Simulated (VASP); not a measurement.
# GaN (P6_3/mmc) in VASP: further runs

GaN is run at these levels: r2SCAN; tasks: single point.

Everything below comes from runs of VASP 6.6.1. Logs are shortened: lines on timing, memory, paths and dates and some standing lists are left out, and cuts for length are marked.

### 1 The cell of the first run

The structure is hexagonal, space group P6_3/mmc (No. 194). The conventional cell has a = 2.967 Å, b = 2.967 Å, c = 5.033 Å, α = 90.00°, β = 90.00°, γ = 120.00°. Within 2.8 Å of Ga (site symmetry -3m) lie 6 N at 2.13 Å and 2 Ga at 2.52 Å. Within 2.8 Å of N (site symmetry -6m2) lie 6 Ga at 2.13 Å.

### 2 Single point, r2SCAN

File POSCAR:

```
GaN
1.0
    2.9672035353      0.0000000000      0.0000000000
   -1.4836017677      2.5696736398      0.0000000000
    0.0000000000      0.0000000000      5.0329255188
Ga N
2 2
Direct
    0.0000000000      0.0000000000      0.0000000000
    0.0000000000      0.0000000000      0.5000000000
    0.3333333333      0.6666666667      0.2500000000
    0.6666666667      0.3333333333      0.7500000000
```

File INCAR.step1:

```
SYSTEM = GaN
  PREC = Accurate
  ENCUT = 1460
  ISMEAR = 0
  SIGMA = 0.01
  LREAL = .False.
  LASPH = .True.
  NELM = 120
  NBANDS = 26
  GGA = PE
  ALGO = Normal
  EDIFF = 1E-5
  LWAVE = .True.
  LCHARG = .False.
  GGA_COMPAT = .False.
```

File INCAR.step2:

```
SYSTEM = GaN
  PREC = Accurate
  ENCUT = 1460
  EDIFF = 1E-6
  ISMEAR = 0
  SIGMA = 0.01
  LREAL = .False.
  LASPH = .True.
  NELM = 120
  ALGO = Normal
  ISIF = 2
  LWAVE = .False.
  LCHARG = .True.
  METAGGA = R2SCAN
  LMIXTAU = .True.
  LELF = .True.
  LVHAR = .True.
  NBANDS = 26
  ISTART = 1
  GGA_COMPAT = .False.
```

File KPOINTS:

```
regular mesh
0
Gamma
  9 9 4
  0 0 0
```

Potentials or basis: VASP PAW PBE potentials, release 64 (Ga_d, N_h).

Run with:

```
$ cat potpaw_PBE.64/Ga_d/POTCAR potpaw_PBE.64/N_h/POTCAR > POTCAR
$ cp INCAR.step1 INCAR
$ mpirun -np 1 vasp_std > vasp.out
$ cp INCAR.step2 INCAR
$ mpirun -np 1 vasp_std > vasp.out
```

OUTCAR:

```text
SYSTEM = GaN
   PREC = Accurate
   ENCUT = 1460
   EDIFF = 1E-6
   ISMEAR = 0
   LREAL = .False.
   LASPH = .True.
   NELM = 120
   ISIF = 2
   METAGGA = R2SCAN
   ISTART = 1

 ion  position               nearest neighbor table
   1  0.000  0.000  0.000-   3 2.13   4 2.13   4 2.13   3 2.13   4 2.13   3 2.13   2 2.52   2 2.52

   2  0.000  0.000  0.500-   3 2.13   4 2.13   4 2.13   3 2.13   4 2.13   3 2.13   1 2.52   1 2.52

   3  0.333  0.667  0.250-   1 2.13   2 2.13   1 2.13   2 2.13   1 2.13   2 2.13
   4  0.667  0.333  0.750-   1 2.13   2 2.13   1 2.13   2 2.13   1 2.13   2 2.13

  LATTYP: Found a hexagonal cell.
 ALAT       =     2.9672035353
 C/A-ratio  =     1.6961847945

  Lattice vectors:

 A1 = (   2.9672035353,   0.0000000000,   0.0000000000)
 A2 = (  -1.4836017677,   2.5696736398,   0.0000000000)
 A3 = (   0.0000000000,   0.0000000000,   5.0329255188)

Analysis of symmetry for initial positions (statically):
=====================================================================
 Subroutine PRICEL returns:
 Original cell was already a primitive cell.

 Routine SETGRP: Setting up the symmetry group for a
 hexagonal supercell.

 Subroutine GETGRP returns: Found 24 space group operations
 (whereof 12 operations were pure point group operations)
 out of a pool of 24 trial point group operations.

The static configuration has the point symmetry D_3d.
 The point group associated with its full space group is D_6h.

Analysis of symmetry for dynamics (positions and initial velocities):
=====================================================================
 Subroutine PRICEL returns:
 Original cell was already a primitive cell.

 Routine SETGRP: Setting up the symmetry group for a
 hexagonal supercell.

 Subroutine GETGRP returns: Found 24 space group operations
 (whereof 12 operations were pure point group operations)
 out of a pool of 24 trial point group operations.

The dynamic configuration has the point symmetry D_3d.
 The point group associated with its full space group is D_6h.

 Subroutine INISYM returns: Found 24 space group operations
 (whereof 12 operations are pure point group operations),
 and found     1 'primitive' translations

----------------------------------------------------------------------------------------

                                     Primitive cell

  volume of cell :      38.3748

  direct lattice vectors                    reciprocal lattice vectors
     2.967203535  0.000000000  0.000000000     0.337017663  0.194577238  0.000000000
    -1.483601768  2.569673640  0.000000000     0.000000000  0.389154476  0.000000000
     0.000000000  0.000000000  5.032925519     0.000000000  0.000000000  0.198691595

  length of vectors
     2.967203535  2.967203535  5.032925519     0.389154476  0.389154476  0.198691595

  position of ions in fractional coordinates (direct lattice)
     0.000000000  0.000000000  0.000000000
     0.000000000  0.000000000  0.500000000
     0.333333333  0.666666667  0.250000000
     0.666666667  0.333333333  0.750000000

  ion indices of the primitive-cell ions
   primitive index   ion index
                 1           1
                 2           2
                 3           3
                 4           4

----------------------------------------------------------------------------------------

 KPOINTS: regular mesh

Automatic generation of k-mesh.
 Grid dimensions read from file:
 generate k-points for:    9    9    4

 Generating k-lattice:

  Cartesian coordinates                     Fractional coordinates (reciprocal lattice)
     0.037446407  0.021619693  0.000000000     0.111111111  0.000000000  0.000000000
     0.000000000  0.043239386  0.000000000     0.000000000  0.111111111  0.000000000
     0.000000000  0.000000000  0.049672899     0.000000000  0.000000000  0.250000000

  Length of vectors
     0.043239386  0.043239386  0.049672899

  Shift w.r.t. Gamma in fractional coordinates (k-lattice)
     0.000000000  0.000000000  0.000000000

 Subroutine IBZKPT returns following result:
 ===========================================

 Found     36 irreducible k-points:

 Following reciprocal coordinates:
            Coordinates               Weight
  0.000000  0.000000  0.000000      1.000000
  0.111111 -0.000000  0.000000      6.000000
  0.222222  0.000000  0.000000      6.000000
  0.333333 -0.000000  0.000000      6.000000
  0.444444  0.000000  0.000000      6.000000
  0.111111  0.111111  0.000000      6.000000
[... 16 lines left out ...]
  0.333333  0.222222  0.250000     24.000000
  0.333333  0.333333  0.250000      4.000000
 [... further k-points ...]
   k-points           NKPTS =     36   k-points in BZ     NKDIM =     36   number of bands    NBANDS=     26
   number of dos      NEDOS =    301   number of ions     NIONS =      4
   total plane-waves  NPLWV = 102400
   dimension x,y,z NGX =    40 NGY =   40 NGZ =   64
   dimension x,y,z NGXF=    80 NGYF=   80 NGZF=  128
   ions per type =               2   2
   NGX,Y,Z   is equivalent  to a cutoff of  22.41, 22.41, 21.14 a.u.
   NGXF,Y,Z  is equivalent  to a cutoff of  44.82, 44.82, 42.28 a.u.
 SYSTEM =  GaN
   PREC   = accura    normal or accurate (medium, high low for compatibility)
   ISTART =      1    job   : 0-new  1-cont  2-samecut
   ICHARG =      0    charge: 1-file 2-atom 10-const
   ISPIN  =      1    spin polarized calculation?
   LNONCOLLINEAR =      F non collinear calculations
   LSORBIT =      F    spin-orbit coupling
   LASPH  =      T    aspherical Exc in radial PAW
   ENCUT  = 1460.0 eV 107.31 Ry   10.36 a.u.   9.24  9.24 15.68*2*pi/ulx,y,z
   NELM   =    120;   NELMIN=  2; NELMDL=  0     # of ELM steps
   EDIFF  = 0.1E-05   stopping-criterion for ELM
   LREAL  =      F    real-space projection
   EDIFFG = 0.1E-04   stopping-criterion for IOM
   NSW    =      0    number of steps for IOM
   IBRION =     -1    ionic relax: 0-MD 1-quasi-New 2-CG
   NFREE  =      0    steps in history (QN), initial steepest desc. (CG)
   ISIF   =      2    stress and relaxation
   ISYM   =      2    0-nonsym 1-usesym 2-fastsym
   POTIM  = 0.5000    time-step for ionic-motion
   TEBEG  =    0.0;   TEEND  =   0.0 temperature during run
   PSTRESS=    0.0 pullay stress
   NELECT =      36.0000    total number of electrons
   NUPDOWN=      -1.0000    fix difference up-down
   EMIN   =  10.00;   EMAX   =-10.00  energy-range for DOS
   EFERMI =   0.00;   METHOD = LEGACY
   ISMEAR =     0;   SIGMA  =   0.01  broadening in eV -4-tet -1-fermi 0-gaus
   EFERMI_NEDOS =   21; number of points for ismear=-14 and -15
   IALGO  =     38    algorithm
   IMIX   =      4    mixing-type and parameters
     AMIX     =   0.40;   BMIX     =  1.00
     AMIX_MAG =   1.60;   BMIX_MAG =  1.00
  volume/ion in A,a.u.               =       9.59        64.74
  Fermi-wavevector in a.u.,A,eV,Ry     =   1.602607  3.028488 34.944516  2.568349
  Thomas-Fermi vector in A             =   2.699401
   LORBIT       =      0    0 simple, 1 ext, 2 COOP (PROOUT), +10 PAW based schemes
   METAGGA = R2SCAN    functional components
   LHFCALC =     F    Hartree Fock is set to
   AEXX    =    0.0000 exact exchange contribution
   IVDW    =     0    specifies the selected vdW correction
   LEPSILON=     F    determine dielectric tensor
   LRPA    =     F    only Hartree local field effects (RPA)
 non-spin polarized calculation
 Gauss-broadening in eV      SIGMA  =   0.01
  energy-cutoff  :     1460.00
  volume of cell :       38.37
 maximum number of plane-waves:      4880
 NGX is ok and might be reduce to    40
   NGX = 19   NGY = 19   NGZ = 31

 number of electron      36.0000003 magnetization

 Free energy of the ion-electron system (eV)
  ---------------------------------------------------
  ext. energy  EPLUGINS =         0.00000000
  ---------------------------------------------------
  free energy    TOTEN  =       -41.37625563 eV

  energy without entropy =      -41.37625563  energy(sigma->0) =      -41.37625563

 E-fermi :   7.9419     XC(G=0): -14.0462

 val. band max:        7.8991934029   @ k =   0.1111  -0.0000   0.0000
 cond. band min:       9.7892929282   @ k =   0.3333   0.3333   0.0000
 fundamental gap:      1.8900995252
 Fermi energy:         7.9418506832

 k-point     1 :       0.0000    0.0000    0.0000
  band No.  band energies     occupation
      1     -10.1835      2.00000
      2      -7.3471      2.00000
      3      -7.1239      2.00000
      4      -6.9112      2.00000
      5      -6.9112      2.00000
      6      -6.7051      2.00000
[... 18 lines left out ...]
     25      22.4720      0.00000
     26      22.4720      0.00000

 k-point     2 :       0.1111   -0.0000    0.0000
  band No.  band energies     occupation
      1      -9.9691      2.00000
      2      -7.7304      2.00000
      3      -7.1119      2.00000
      4      -6.9022      2.00000
      5      -6.7366      2.00000
      6      -6.6979      2.00000
[... 18 lines left out ...]
     25      21.2715      0.00000
     26      21.5885      0.00000

 k-point     3 :       0.2222    0.0000    0.0000
  band No.  band energies     occupation
      1      -9.3712      2.00000
      2      -8.0891      2.00000
      3      -7.0833      2.00000
      4      -6.9002      2.00000
      5      -6.7696      2.00000
      6      -6.7640      2.00000
[... 18 lines left out ...]
     25      19.6222      0.00000
     26      20.9834      0.00000

 k-point     4 :       0.3333   -0.0000    0.0000
  band No.  band energies     occupation
      1      -8.7262      2.00000
      2      -8.0587      2.00000
      3      -7.0565      2.00000
      4      -6.9199      2.00000
      5      -6.8430      2.00000
      6      -6.8111      2.00000
[... 18 lines left out ...]
     25      19.2735      0.00000
     26      22.3515      0.00000

 k-point     5 :       0.4444    0.0000    0.0000
  band No.  band energies     occupation
      1      -8.6648      2.00000
      2      -7.3438      2.00000
      3      -7.0531      2.00000
      4      -6.9384      2.00000
      5      -6.8957      2.00000
      6      -6.8738      2.00000
[... 18 lines left out ...]
     25      19.4350      0.00000
     26      23.1223      0.00000

 k-point     6 :       0.1111    0.1111    0.0000
  band No.  band energies     occupation
      1      -9.5598      2.00000
      2      -8.0184      2.00000
      3      -7.0969      2.00000
      4      -6.8862      2.00000
      5      -6.7587      2.00000
      6      -6.7233      2.00000
[... 427 lines left out ...]
 k-point    21 :       0.4444    0.1111    0.2500
  band No.  band energies     occupation
      1      -8.4931      2.00000
      2      -7.7769      2.00000
      3      -7.0023      2.00000
      4      -6.8878      2.00000
      5      -6.8518      2.00000
      6      -6.7092      2.00000
[... 18 lines left out ...]
     25      19.8723      0.00000
     26      21.9707      0.00000

 k-point    22 :       0.2222    0.2222    0.2500
  band No.  band energies     occupation
      1      -8.3155      2.00000
      2      -8.2377      2.00000
      3      -7.0045      2.00000
      4      -6.8356      2.00000
      5      -6.7869      2.00000
      6      -6.7113      2.00000
[... 18 lines left out ...]
     25      19.5591      0.00000
     26      21.9918      0.00000

 k-point    23 :       0.3333    0.2222    0.2500
  band No.  band energies     occupation
      1      -8.3330      2.00000
      2      -7.9985      2.00000
      3      -6.9966      2.00000
      4      -6.8497      2.00000
      5      -6.8002      2.00000
      6      -6.6844      2.00000
[... 18 lines left out ...]
     25      19.8342      0.00000
     26      21.7301      0.00000

 k-point    24 :       0.3333    0.3333    0.2500
  band No.  band energies     occupation
      1      -8.1551      2.00000
      2      -8.1551      2.00000
      3      -6.9896      2.00000
      4      -6.7987      2.00000
      5      -6.7987      2.00000
      6      -6.6836      2.00000
[... 18 lines left out ...]
     25      19.6060      0.00000
     26      21.8239      0.00000

 [... further k-points ...]

------------------------ aborting loop because EDIFF is reached ----------------------------------------

  FORCE on cell =-STRESS in cart. coord.  units (eV):
  Direction    XX          YY          ZZ          XY          YZ          ZX
  --------------------------------------------------------------------------------------
  -------------------------------------------------------------------------------------
  Total        0.2272131      0.2272131      0.2529262     -0.0000000     -0.0000000     -0.0000000
  in kB        9.4863264      9.4863264     10.5598686     -0.0000000     -0.0000000     -0.0000000
  external PRESSURE =       9.8441738 kB  Pullay stress =       0.0000000 kB

 VOLUME and BASIS-vectors are now :
 -----------------------------------------------------------------------------
  energy-cutoff  :     1460.00
  volume of cell :       38.37
      direct lattice vectors                 reciprocal lattice vectors
     2.967203535  0.000000000  0.000000000     0.337017663  0.194577238  0.000000000
    -1.483601768  2.569673640  0.000000000     0.000000000  0.389154476  0.000000000
     0.000000000  0.000000000  5.032925519     0.000000000  0.000000000  0.198691595

 POSITION                                       TOTAL-FORCE (eV/Angst)
 -----------------------------------------------------------------------------------
      0.00000      0.00000      0.00000         0.000000      0.000000     -0.000000
      0.00000      0.00000      2.51646         0.000000      0.000000     -0.000000
     -0.00000      1.71312      1.25823        -0.000000      0.000000      0.000000
      1.48360      0.85656      3.77469         0.000000      0.000000      0.000000
 -----------------------------------------------------------------------------------
    total drift:                                0.000000      0.000000     -0.000000

  FREE ENERGIE OF THE ION-ELECTRON SYSTEM (eV)
  ---------------------------------------------------
  free  energy   TOTEN  =       -41.3762556309 eV

  energy  without entropy=      -41.3762556309  energy(sigma->0) =      -41.37625563
```

Run time: 5.5 min. Hardware: 1 thread of Intel Xeon 6975P-C (Granite Rapids), shared host; peak memory 0.43 GiB.

What came out:

| Property | Result |
| --- | --- |
| Free energy | -41.3763 eV |
| Pressure | 1.0 GPa |
| Band gap on the k mesh | 1.89 eV (least direct gap 2.27 eV) |

Stress tensor (GPa, compression positive):
```
0.95 0.00 0.00
0.00 0.95 0.00
0.00 0.00 1.06
```

Caveat: the PAW data sets were made with another functional, which shifts forces and pressure a little.

### 3 Single point, r2SCAN (9.88 Å³/atom)

This run uses another cell than the first one, of 9.88 Å³/atom.

File POSCAR:

```
GaN
1.0
    2.9965836989      0.0000000000      0.0000000000
   -1.4982918495      2.5951176078      0.0000000000
    0.0000000000      0.0000000000      5.0827597055
Ga N
2 2
Direct
    0.0000000000      0.0000000000      0.0000000000
    0.0000000000      0.0000000000      0.5000000000
    0.3333333333      0.6666666667      0.2500000000
    0.6666666667      0.3333333333      0.7500000000
```

File INCAR.step1:

```
PREC     = Accurate       # precision mode
ENCUT    = 1460           # plane-wave cutoff, eV
ISMEAR   = 0              # smearing method
SIGMA    = 0.01           # smearing width, eV
LREAL    = F              # projectors in reciprocal space
LASPH    = T              # aspherical terms in the spheres
NELM     = 120            # most SCF steps
NBANDS   = 26             # bands
GGA      = PE             # functional
ALGO     = Normal         # electronic algorithm
EDIFF    = 1E-5           # SCF threshold, eV
LWAVE    = T              # write WAVECAR
LCHARG   = F              # write CHGCAR
GGA_COMPAT= F
```

File INCAR.step2:

```
PREC     = Accurate       # precision mode
ENCUT    = 1460           # plane-wave cutoff, eV
EDIFF    = 1E-6           # SCF threshold, eV
ISMEAR   = 0              # smearing method
SIGMA    = 0.01           # smearing width, eV
LREAL    = F              # projectors in reciprocal space
LASPH    = T              # aspherical terms in the spheres
NELM     = 120            # most SCF steps
ALGO     = Normal         # electronic algorithm
ISIF     = 2              # what is computed and relaxed
LWAVE    = F              # write WAVECAR
LCHARG   = F              # write CHGCAR
METAGGA  = R2SCAN         # meta-GGA
LMIXTAU  = T            
NBANDS   = 26             # bands
ISTART   = 1            
GGA_COMPAT= F
```

File KPOINTS:

```
regular mesh
0
Gamma
  9 9 4
```

Potentials or basis: VASP PAW PBE potentials, release 64 (Ga_d, N_h).

Run with:

```
$ cat potpaw_PBE.64/Ga_d/POTCAR potpaw_PBE.64/N_h/POTCAR > POTCAR
$ cp INCAR.step1 INCAR
$ mpirun -np 1 vasp_std > vasp.out
$ cp INCAR.step2 INCAR
$ mpirun -np 1 vasp_std > vasp.out
```

Wall time 7.8 min (1 thread of Intel Xeon Platinum 8488C (Sapphire Rapids), shared host); peak memory 0.44 GiB.

Results (log left out):

```
Free energy            : -41.3594 eV
Pressure               : -5.6 GPa
Band gap on the k mesh : 1.70 eV (least direct gap 1.92 eV)
```

Stress tensor (GPa, compression positive):
```
-5.23  0.00  0.00
 0.00 -5.23  0.00
 0.00  0.00 -6.29
```

Levels at points of the mesh, in eV from the valence-band top:
```tsv
k point	band 14	band 15	band 16	band 17	band 18	band 19	band 20	band 21	band 22	band 23
(0.00, 0.00, 0.00)	-0.90	-0.53	-0.53	-0.11	-0.11	1.81	5.04	9.81	11.02	11.02
(0.00, 0.00, 0.50)	-5.22	-0.29	-0.29	-0.29	-0.29	4.65	4.65	9.87	9.87	11.62
```

Caveat: the cell stands under tension; the PAW data sets were made with another functional, which shifts forces and pressure a little. A k mesh can miss the band edges.
